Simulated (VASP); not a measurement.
Ta4O:

```
CELL_PARAMETERS angstrom
3.25750 0.00000 0.00000
0.00000 3.25750 0.00000
0.00000 0.00000 7.40934
ATOMIC_POSITIONS crystal
Ta 0.00000 0.00000 0.00000
Ta 0.50000 0.50000 0.21684
Ta 0.50000 0.50000 0.78316
Ta 0.00000 0.00000 0.50000
O 0.50000 0.50000 0.50000
```

Base run:

| Property | Result |
| --- | --- |
| Program | VASP 6.6.1 |
| Functional | PBEsol |
| Potentials or basis | VASP PAW PBE potentials, release 64 (Ta_sv_GW, O) |
| Cutoff | 600 eV |
| k mesh | 8 × 8 × 4 |
| Occupations | fermi-dirac, width 0.05 eV |
| Spin | no spin polarisation |
| Hubbard terms | Ta d U = 1.0 eV |

Its results: band gap on the k mesh zero (bands 29 and 30 overlap by 0.81 eV); pressure -5.4 GPa; largest force 0.104 eV/Å.

Q: The run is repeated on the same cell with these changes: hubbard terms from Ta d U = 1.0 eV to Ta d U = 2.0 eV. What comes out?

A: Band gap on the k mesh zero (bands 29 and 30 overlap by 0.82 eV); pressure -2.3 GPa; largest force 0.224 eV/Å.

Caveats: the PAW data sets were made with another functional, which shifts forces and pressure a little; spin-orbit coupling is left out, which moves the levels of the heavy elements; U without spin polarisation on a metal has little footing; the cell stands under tension (at least some runs).
